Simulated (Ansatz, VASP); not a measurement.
## Two plane-wave programs on Al

File INCAR:

```
SYSTEM = Al
PREC = Accurate
ENCUT = 520
EDIFF = 1E-7
ISMEAR = 0
SIGMA = 0.2
LREAL = .False.
LASPH = .True.
NELM = 80
ALGO = Normal
ISIF = 2
LWAVE = .False.
LCHARG = .True.
GGA = PE
LELF = .True.
LVHAR = .True.
NBANDS = 18
```

KPOINTS

```
regular mesh
0
Gamma
  6 6 4
  0 0 0
```

Contents of POSCAR:

```
Al
1.0
    5.0823388535      0.0000000000      0.0000000000
   -2.5411694267      4.4014345578      0.0000000000
    0.0000000000      0.0000000000      5.5738833633
Al
6
Direct
    0.5000000000      0.5000000000      0.1666666667
    0.5000000000      0.5000000000      0.6666666667
    0.5000000000      1.0000000000      0.0000000000
    0.5000000000      1.0000000000      0.5000000000
    1.0000000000      0.5000000000      0.3333333333
    1.0000000000      0.5000000000      0.8333333333
```

Input for Ansatz:

```yaml
crystal:
  lattice:
    - [5.0823388535, 0.0, 0.0]
    - [-2.5411694267, 4.4014345578, 0.0]
    - [0.0, 0.0, 5.5738833633]
  atoms:
    - { symbol: Al, position: [0.5, 0.5, 0.1666666667] }
    - { symbol: Al, position: [0.5, 0.5, 0.6666666667] }
    - { symbol: Al, position: [0.5, 1.0, 0.0] }
    - { symbol: Al, position: [0.5, 1.0, 0.5] }
    - { symbol: Al, position: [1.0, 0.5, 0.3333333333] }
    - { symbol: Al, position: [1.0, 0.5, 0.8333333333] }
basis:
  ecutwfc: 420
kpoints:
  mp_grid: { grid: [6, 6, 4] }
hamiltonian:
  xc: pbe
scf:
  occupations: { method: gaussian, width: 0.2 }
  lower_state_search: "off"
output:
  forces: true
  stress: true
  eigenvalues: true
```

Alike in both runs: task single point; functional PBE; k mesh 6 × 6 × 4; occupations gaussian, width 0.2 eV; no spin polarisation.

```csv
,VASP,Ansatz
version,VASP 6.6.1,Ansatz 0.2.0
potentials or method,"VASP PAW PBE potentials, release 64 (Al), cutoff 520 eV","scalar-relativistic, plane waves, PAW"
valence electrons in the cell,18,18
```

```csv
,VASP,Ansatz,Ansatz less VASP
gap on the k mesh at the Fermi level (eV),none,none,-
pressure (GPa),-0.1,-0.1,+0.02
"traceless stress, the component that is largest in VASP (GPa)",-1.81,-1.82,-0.002
```

A gap of «none» marks a metal or a gap that the smearing closes.
